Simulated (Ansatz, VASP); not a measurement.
One calculation of Ge, two programs

POSCAR

```
Ge
1.0
    0.0000000000      2.8360149687      2.8360149687
    2.8360149687      0.0000000000      2.8360149687
    2.8360149687      2.8360149687      0.0000000000
Ge
2
Direct
    0.5000000000      0.5000000000      0.5000000000
    0.7500000000      0.7500000000      0.7500000000
```

Contents of INCAR.step1:

```
SYSTEM = Ge
  PREC = Accurate
  ENCUT = 520
  ISMEAR = -1
  SIGMA = 0.05
  LREAL = .FALSE.
  LASPH = .TRUE.
  NELM = 80
  NBANDS = 21
  GGA = PE
  ALGO = Normal
  EDIFF = 1E-4
  LWAVE = .TRUE.
  LCHARG = .FALSE.
```

The input INCAR.step2:

```
SYSTEM = Ge
  PREC = Accurate
  ENCUT = 520
  EDIFF = 1E-7
  ISMEAR = -1
  SIGMA = 0.05
  LREAL = .FALSE.
  LASPH = .TRUE.
  NELM = 80
  ALGO = Normal
  ISIF = 2
  LWAVE = .FALSE.
  LCHARG = .FALSE.
  METAGGA = R2SCAN
  LMIXTAU = .TRUE.
  NBANDS = 21
  ISTART = 1
```

File KPOINTS:

```
Automatic mesh
0
G
  8 8 8
  0 0 0
```

Input for Ansatz:

```yaml
crystal:
  lattice:
    - [0.0, 2.8360149687, 2.8360149687]
    - [2.8360149687, 0.0, 2.8360149687]
    - [2.8360149687, 2.8360149687, 0.0]
  atoms:
    - { symbol: Ge, position: [0.5, 0.5, 0.5] }
    - { symbol: Ge, position: [0.75, 0.75, 0.75] }
hamiltonian:
  xc: r2scan
  pseudopotentials:
    kind: paw
    azcp:
      Ge: "pseudopotentials/Ge.paw.azcp"
basis:
  ecutwfc: 500
  fft_grid_basis: typed
kpoints:
  mp_grid: { grid: [8, 8, 8], shift: [0, 0, 0] }
magnetization:
  spin_polarized: false
scf:
  occupations: { method: fermi_dirac, width: 0.05 }
  lower_state_search: "off"
output:
  stress: true
```

Alike in both runs: task single point; functional r2SCAN; k mesh 8 × 8 × 8; occupations fermi-dirac, width 0.05 eV; no spin polarisation.

|  | VASP | Ansatz |
| --- | --- | --- |
| version | VASP 6.6.1 | Ansatz 0.2.0 |
| potentials or method | VASP PAW PBE potentials, release 64 (Ge_d), cutoff 520 eV | plane waves (500 eV) with PAW, scalar-relativistic |
| valence electrons in the cell | 28 | 28 |

|  | VASP | Ansatz | Ansatz less VASP |
| --- | --- | --- | --- |
| pressure (GPa) | 0.1 | 0.1 | -0.04 |

VASP's potentials were made for PBE, not for r2SCAN. The functional is the same, so the differences come from potentials, cutoffs and numerics.
